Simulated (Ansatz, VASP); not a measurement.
## TiN in VASP and in Ansatz

```
CELL_PARAMETERS angstrom
0.00000 2.08630 2.08630
2.08630 0.00000 2.08630
2.08630 2.08630 0.00000
ATOMIC_POSITIONS crystal
Ti 0.00000 0.00000 0.00000
N 0.50000 0.50000 0.50000
```

Alike in both runs: functional LDA; k mesh 8 × 8 × 8; occupations gaussian, width 0.1 eV; no spin polarisation.

Ansatz relaxed the structure, and its values are those at the end. VASP's run is a single point on that final structure, the one shown.

|  | VASP | Ansatz |
| --- | --- | --- |
| version | VASP 6.6.1 | Ansatz 0.2.0 |
| potentials or method | VASP PAW LDA potentials, release 64 (Ti_sv, N_h), cutoff 1330 eV | scalar-relativistic, plane waves, PAW |
| valence electrons in the cell | 17 | 17 |

```tsv
	VASP	Ansatz	Ansatz less VASP
gap on the k mesh at the Fermi level (eV)	none	none	-
pressure (GPa)	1.0	0.0	-0.94
```

Ansatz warns that its potentials were made for another functional, while VASP's fit it. LDA's correlation is that of Perdew and Zunger in VASP and of Perdew and Wang (1992) in Ansatz. A gap of «none» marks a metal or a gap that the smearing closes.
